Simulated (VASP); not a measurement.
The system is CaF.

```
Ca F
1.0
     2.90099    0.00000    0.00000
     0.00000    2.90099    0.00000
     0.00000    0.00000    4.41922
Ca F
1 1
Direct
  0.00000 0.00000 0.50000
  0.00000 0.00000 0.00000
```

The cell was built from a structure type or drawn by symmetry, and may not be a known phase.

* Program: VASP 6.6.1
* Task: relaxation of cell and atoms
* Functional: PBE
* Potentials or basis: VASP PAW PBE potentials, release 64 (Ca_sv, F)
* Cutoff: 600 eV
* k mesh: 6 × 6 × 4
* Occupations: gaussian, width 0.1 eV
* Spin: no spin polarisation

At the start: pressure 6.9 GPa; volume 18.60 Å³/atom.

Problem. How do energy, volume and symmetry change on relaxing?

Solution. Over 12 steps the energy falls by 522.6 meV/atom and the volume is 28.19 Å³/atom (+51.6 %); space group P4/mmm (No. 123, to 0.1 Å) before and after.

Step by step:
```
step  energy change (eV)  largest force (eV/Å)  pressure (GPa)  volume (Å³)
   1              0.0000                0.0000            6.91        37.19
   2             -0.5384                0.0000           12.29        41.31
   3             -0.5141                0.0000           15.81        42.79
   4             -0.7511                0.0000           11.27        47.34
   5             -0.8912                0.0000            1.30        59.08
   6             -0.9168                0.0000            4.56        54.92
   7             -1.0233                0.0000            2.11        55.07
   8             -1.0409                0.0000            0.50        55.15
   9             -1.0422                0.0000            0.78        55.14
  10             -1.0422                0.0000            0.84        55.14
  11             -1.0436                0.0000            0.63        55.45
  12             -1.0452                0.0000            0.02        56.38
```

Final structure:
```
CELL_PARAMETERS angstrom
3.63393 0.00000 0.00000
0.00000 3.63393 0.00000
0.00000 0.00000 4.26978
ATOMIC_POSITIONS crystal
Ca 0.00000 0.00000 0.50000
F 0.00000 0.00000 0.00000
```

Caveat: the k points lie up to 0.37 Å⁻¹ apart in the final cell, too coarse for converged energies and pressures of a metal; the volume moved by over 15 % at a fixed basis, so the end points are rough; an odd number of electrons without spin polarisation forces a metal; a magnetic or distorted state may lie lower.
